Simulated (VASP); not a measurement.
# Hf2ZrSe6 (P-3m1) in VASP: single point with PBE

Aim: the single point of Hf2ZrSe6 with PBE.

All numbers are computed with VASP 6.6.1; they aren't measurements. Logs are shortened: lines on timing, memory, paths and dates and some standing lists are left out, and cuts for length are marked.

## 1. The cell of the first run

It takes space group P-3m1 (No. 164, trigonal). The conventional cell has a = 3.781 Å, b = 3.781 Å, c = 20.990 Å, α = 90.00°, β = 90.00°, γ = 120.00°. Zr (site symmetry -3m) has 6 Se at 2.70 Å within 3.6 Å. Within 3.5 Å of Hf (site symmetry 3m) lie 6 Se at 2.69 Å. Se (site symmetry 3m) has 3 Hf at 2.69 Å within 3.5 Å. Se (site symmetry 3m) has 3 Hf at 2.69 Å within 3.5 Å. Se (site symmetry 3m) has 3 Zr at 2.70 Å within 3.6 Å.

## 2. Single point, PBE

Input file INCAR:

```
  ALGO = Normal
  EDIFF = 1E-6
  ENCUT = 520
  GGA = PE
  ISIF = 2
  ISMEAR = 0
  LASPH = T
  LCHARG = F
  LREAL = F
  LWAVE = F
  NBANDS = 44
  NELM = 100
  PREC = Accurate
  SIGMA = 0.02
```

Input file KPOINTS:

```
k-points
0
Gamma
  12 12 2
```

Input file POSCAR:

```
Hf2ZrSe6
1.0
    3.7813747520      0.0000000000      0.0000000000
   -1.8906873760      3.2747665965      0.0000000000
    0.0000000000      0.0000000000     20.9900525388
Zr Hf Se
1 2 6
Direct
    0.0000000000      0.0000000000      0.0000000000
    0.0000000000      0.0000000000      0.3320958517
    0.0000000000      0.0000000000      0.6679041483
    0.6666666667      0.3333333333      0.2571815154
    0.6666666667      0.3333333333      0.5929893348
    0.6666666667      0.3333333333      0.9242054125
    0.3333333333      0.6666666667      0.0757945875
    0.3333333333      0.6666666667      0.4070106652
    0.3333333333      0.6666666667      0.7428184846
```

Potentials or basis: VASP PAW PBE potentials, release 64 (Zr_sv, Hf_pv, Se).

Started as:

```sh
$ cat potpaw_PBE.64/Zr_sv/POTCAR potpaw_PBE.64/Hf_pv/POTCAR potpaw_PBE.64/Se/POTCAR > POTCAR
$ mpirun -np 1 vasp_std > vasp.out
```

OUTCAR:

```text
EDIFF = 1E-6
   ENCUT = 520
   GGA = PE
   ISIF = 2
   ISMEAR = 0
   LASPH = T
   LREAL = F
   NELM = 100
   PREC = Accurate

 ion  position               nearest neighbor table
   1  0.000  0.000  0.000-   6 2.70   7 2.70   6 2.70   7 2.70   6 2.70   7 2.70
   2  0.000  0.000  0.332-   4 2.69   4 2.69   4 2.69   8 2.69   8 2.69   8 2.69
   3  0.000  0.000  0.668-   9 2.69   9 2.69   9 2.69   5 2.69   5 2.69   5 2.69
   4  0.667  0.333  0.257-   2 2.69   2 2.69   2 2.69
   5  0.667  0.333  0.593-   3 2.69   3 2.69   3 2.69
   6  0.667  0.333  0.924-   1 2.70   1 2.70   1 2.70
   7  0.333  0.667  0.076-   1 2.70   1 2.70   1 2.70
   8  0.333  0.667  0.407-   2 2.69   2 2.69   2 2.69
   9  0.333  0.667  0.743-   3 2.69   3 2.69   3 2.69

  LATTYP: Found a hexagonal cell.
 ALAT       =     3.7813747520
 C/A-ratio  =     5.5509051378

  Lattice vectors:

 A1 = (   3.7813747520,   0.0000000000,   0.0000000000)
 A2 = (  -1.8906873760,   3.2747665965,   0.0000000000)
 A3 = (   0.0000000000,   0.0000000000,  20.9900525388)

Analysis of symmetry for initial positions (statically):
=====================================================================
 Subroutine PRICEL returns:
 Original cell was already a primitive cell.

 Routine SETGRP: Setting up the symmetry group for a
 hexagonal supercell.

 Subroutine GETGRP returns: Found 12 space group operations
 (whereof 12 operations were pure point group operations)
 out of a pool of 24 trial point group operations.

The static configuration has the point symmetry D_3d.

Analysis of symmetry for dynamics (positions and initial velocities):
=====================================================================
 Subroutine PRICEL returns:
 Original cell was already a primitive cell.

 Routine SETGRP: Setting up the symmetry group for a
 hexagonal supercell.

 Subroutine GETGRP returns: Found 12 space group operations
 (whereof 12 operations were pure point group operations)
 out of a pool of 24 trial point group operations.

The dynamic configuration has the point symmetry D_3d.

 Subroutine INISYM returns: Found 12 space group operations
 (whereof 12 operations are pure point group operations),
 and found     1 'primitive' translations

----------------------------------------------------------------------------------------

                                     Primitive cell

  volume of cell :     259.9223

  direct lattice vectors                    reciprocal lattice vectors
     3.781374752  0.000000000  0.000000000     0.264454085  0.152682637  0.000000000
    -1.890687376  3.274766597  0.000000000     0.000000000  0.305365274  0.000000000
     0.000000000  0.000000000 20.990052539     0.000000000  0.000000000  0.047641615

  length of vectors
     3.781374752  3.781374752 20.990052539     0.305365274  0.305365274  0.047641615

  position of ions in fractional coordinates (direct lattice)
     0.000000000  0.000000000  0.000000000
     0.000000000  0.000000000  0.332095852
     0.000000000  0.000000000  0.667904148
     0.666666667  0.333333333  0.257181515
     0.666666667  0.333333333  0.592989335
     0.666666667  0.333333333  0.924205413
     0.333333333  0.666666667  0.075794587
     0.333333333  0.666666667  0.407010665
     0.333333333  0.666666667  0.742818485

  ion indices of the primitive-cell ions
   primitive index   ion index
                 1           1
                 2           2
                 3           3
                 4           4
                 5           5
                 6           6
                 7           7
                 8           8
                 9           9

----------------------------------------------------------------------------------------

 KPOINTS: k-points

Automatic generation of k-mesh.
 Grid dimensions read from file:
 generate k-points for:   12   12    2

 Generating k-lattice:

  Cartesian coordinates                     Fractional coordinates (reciprocal lattice)
     0.022037840  0.012723553  0.000000000     0.083333333  0.000000000  0.000000000
     0.000000000  0.025447106  0.000000000     0.000000000  0.083333333  0.000000000
     0.000000000  0.000000000  0.023820807     0.000000000  0.000000000  0.500000000

  Length of vectors
     0.025447106  0.025447106  0.023820807

  Shift w.r.t. Gamma in fractional coordinates (k-lattice)
     0.000000000  0.000000000  0.000000000

 Subroutine IBZKPT returns following result:
 ===========================================

 Found     38 irreducible k-points:

 Following reciprocal coordinates:
            Coordinates               Weight
  0.000000  0.000000  0.000000      1.000000
  0.083333 -0.000000  0.000000      6.000000
  0.166667 -0.000000  0.000000      6.000000
  0.250000 -0.000000  0.000000      6.000000
  0.333333 -0.000000  0.000000      6.000000
  0.416667 -0.000000  0.000000      6.000000
[... 16 lines left out ...]
  0.250000 -0.000000  0.500000      6.000000
  0.333333 -0.000000  0.500000      6.000000
 [... further k-points ...]
   k-points           NKPTS =     38   k-points in BZ     NKDIM =     38   number of bands    NBANDS=     44
   number of dos      NEDOS =    301   number of ions     NIONS =      9
   total plane-waves  NPLWV = 125440
   dimension x,y,z NGX =    28 NGY =   28 NGZ =  160
   dimension x,y,z NGXF=    56 NGYF=   56 NGZF=  320
   ions per type =               1   2   6
   NGX,Y,Z   is equivalent  to a cutoff of  12.31, 12.31, 12.67 a.u.
   NGXF,Y,Z  is equivalent  to a cutoff of  24.62, 24.62, 25.34 a.u.
 SYSTEM =  unknown system
   PREC   = accura    normal or accurate (medium, high low for compatibility)
   ISTART =      0    job   : 0-new  1-cont  2-samecut
   ICHARG =      2    charge: 1-file 2-atom 10-const
   ISPIN  =      1    spin polarized calculation?
   LNONCOLLINEAR =      F non collinear calculations
   LSORBIT =      F    spin-orbit coupling
   LASPH  =      T    aspherical Exc in radial PAW
   ENCUT  =  520.0 eV  38.22 Ry    6.18 a.u.   7.03  7.03 39.03*2*pi/ulx,y,z
   NELM   =    100;   NELMIN=  2; NELMDL= -5     # of ELM steps
   EDIFF  = 0.1E-05   stopping-criterion for ELM
   LREAL  =      F    real-space projection
   EDIFFG = 0.1E-04   stopping-criterion for IOM
   NSW    =      0    number of steps for IOM
   IBRION =     -1    ionic relax: 0-MD 1-quasi-New 2-CG
   NFREE  =      0    steps in history (QN), initial steepest desc. (CG)
   ISIF   =      2    stress and relaxation
   ISYM   =      2    0-nonsym 1-usesym 2-fastsym
   POTIM  = 0.5000    time-step for ionic-motion
   TEBEG  =    0.0;   TEEND  =   0.0 temperature during run
   PSTRESS=    0.0 pullay stress
   NELECT =      68.0000    total number of electrons
   NUPDOWN=      -1.0000    fix difference up-down
   EMIN   =  10.00;   EMAX   =-10.00  energy-range for DOS
   EFERMI =   0.00;   METHOD = LEGACY
   ISMEAR =     0;   SIGMA  =   0.02  broadening in eV -4-tet -1-fermi 0-gaus
   EFERMI_NEDOS =   21; number of points for ismear=-14 and -15
   IALGO  =     38    algorithm
   IMIX   =      4    mixing-type and parameters
     AMIX     =   0.40;   BMIX     =  1.00
     AMIX_MAG =   1.60;   BMIX_MAG =  1.00
  volume/ion in A,a.u.               =      28.88       194.89
  Fermi-wavevector in a.u.,A,eV,Ry     =   1.047040  1.978619 14.915968  1.096293
  Thomas-Fermi vector in A             =   2.181903
   LORBIT       =      0    0 simple, 1 ext, 2 COOP (PROOUT), +10 PAW based schemes
   GGA     = PE    functional components
   LHFCALC =     F    Hartree Fock is set to
   AEXX    =    0.0000 exact exchange contribution
   IVDW    =     0    specifies the selected vdW correction
   LEPSILON=     F    determine dielectric tensor
   LRPA    =     F    only Hartree local field effects (RPA)
 non-spin polarized calculation
 Gauss-broadening in eV      SIGMA  =   0.02
  energy-cutoff  :      520.00
  volume of cell :      259.92
 maximum number of plane-waves:      7044
   NGX = 15   NGY = 15   NGZ = 79

 number of electron      68.0000002 magnetization

 Free energy of the ion-electron system (eV)
  ---------------------------------------------------
  ext. energy  EPLUGINS =         0.00000000
  ---------------------------------------------------
  free energy    TOTEN  =       -61.56847673 eV

  energy without entropy =      -61.56847673  energy(sigma->0) =      -61.56847673

 E-fermi :   2.5623     XC(G=0):  -8.7526

 val. band max:        2.3708602723   @ k =   0.0000   0.0000   0.0000
 cond. band min:       2.8022891142   @ k =   0.5000  -0.0000   0.5000
 fundamental gap:      0.4314288419
 Fermi energy:         2.5623278190

 k-point     1 :       0.0000    0.0000    0.0000
  band No.  band energies     occupation
      1     -47.0908      2.00000
      2     -28.9504      2.00000
      3     -28.9504      2.00000
      4     -28.8881      2.00000
      5     -28.8881      2.00000
      6     -28.8881      2.00000
[... 36 lines left out ...]
     43       4.3390      0.00000
     44       6.5460      0.00000

 k-point     2 :       0.0833   -0.0000    0.0000
  band No.  band energies     occupation
      1     -47.0900      2.00000
      2     -28.9488      2.00000
      3     -28.9488      2.00000
      4     -28.8961      2.00000
      5     -28.8961      2.00000
      6     -28.8899      2.00000
[... 36 lines left out ...]
     43       4.6082      0.00000
     44       6.4050      0.00000

 k-point     3 :       0.1667   -0.0000    0.0000
  band No.  band energies     occupation
      1     -47.0877      2.00000
      2     -28.9443      2.00000
      3     -28.9443      2.00000
      4     -28.9179      2.00000
      5     -28.9179      2.00000
      6     -28.8949      2.00000
[... 976 lines left out ...]
     43       5.3238      0.00000
     44       6.1079      0.00000

 k-point    24 :       0.3333   -0.0000    0.5000
  band No.  band energies     occupation
      1     -47.0815      2.00000
      2     -28.9772      2.00000
      3     -28.9772      2.00000
      4     -28.9317      2.00000
      5     -28.9317      2.00000
      6     -28.9084      2.00000
[... 36 lines left out ...]
     43       5.5483      0.00000
     44       6.5960      0.00000

 [... further k-points ...]

------------------------ aborting loop because EDIFF is reached ----------------------------------------

  FORCE on cell =-STRESS in cart. coord.  units (eV):
  Direction    XX          YY          ZZ          XY          YZ          ZX
  --------------------------------------------------------------------------------------
  -------------------------------------------------------------------------------------
  Total       -0.2834441     -0.2834441     -0.2516415      0.0000000      0.0000000      0.0000000
  in kB       -1.7471673     -1.7471673     -1.5511341      0.0000000      0.0000000      0.0000000
  external PRESSURE =      -1.6818229 kB  Pullay stress =       0.0000000 kB

 VOLUME and BASIS-vectors are now :
 -----------------------------------------------------------------------------
  energy-cutoff  :      520.00
  volume of cell :      259.92
      direct lattice vectors                 reciprocal lattice vectors
     3.781374752  0.000000000  0.000000000     0.264454085  0.152682637  0.000000000
    -1.890687376  3.274766597  0.000000000     0.000000000  0.305365274  0.000000000
     0.000000000  0.000000000 20.990052539     0.000000000  0.000000000  0.047641615

 POSITION                                       TOTAL-FORCE (eV/Angst)
 -----------------------------------------------------------------------------------
      0.00000      0.00000      0.00000         0.000000      0.000000      0.000000
      0.00000      0.00000      6.97071         0.000000     -0.000000      0.000418
      0.00000      0.00000     14.01934         0.000000      0.000000     -0.000418
      1.89069      1.09159      5.39825         0.000000      0.000000      0.047737
      1.89069      1.09159     12.44688         0.000000      0.000000      0.047555
      1.89069      1.09159     19.39912         0.000000     -0.000000     -0.015233
     -0.00000      2.18318      1.59093        -0.000000      0.000000      0.015233
     -0.00000      2.18318      8.54318        -0.000000      0.000000     -0.047555
     -0.00000      2.18318     15.59180        -0.000000      0.000000     -0.047737
 -----------------------------------------------------------------------------------
    total drift:                               -0.000000      0.000000      0.000000

  FREE ENERGIE OF THE ION-ELECTRON SYSTEM (eV)
  ---------------------------------------------------
  free  energy   TOTEN  =       -61.5684767291 eV

  energy  without entropy=      -61.5684767291  energy(sigma->0) =      -61.56847673
```

Wall time 14 min (1 thread of Intel Xeon 8259CL, shared host); peak memory 0.6 GiB.

Results:

| Property | Result |
| --- | --- |
| Free energy | -61.5685 eV |
| Pressure | -0.2 GPa |
| Largest force | 0.048 eV/Å |
| Band gap on the k mesh | 0.43 eV (least direct gap 1.11 eV) |

Forces on the atoms (eV/Å):
```
Zr   0.000  0.000  0.000
Hf   0.000  0.000  0.000
Hf   0.000  0.000  0.000
Se   0.000  0.000  0.048
Se   0.000  0.000  0.048
Se   0.000  0.000 -0.015
Se   0.000  0.000  0.015
Se   0.000  0.000 -0.048
Se   0.000  0.000 -0.048
```

Caveat: spin-orbit coupling is left out, which moves the levels of the heavy elements; this functional lacks dispersion, which binds the layers, so the pressure and a relaxed spacing across them are unreliable.
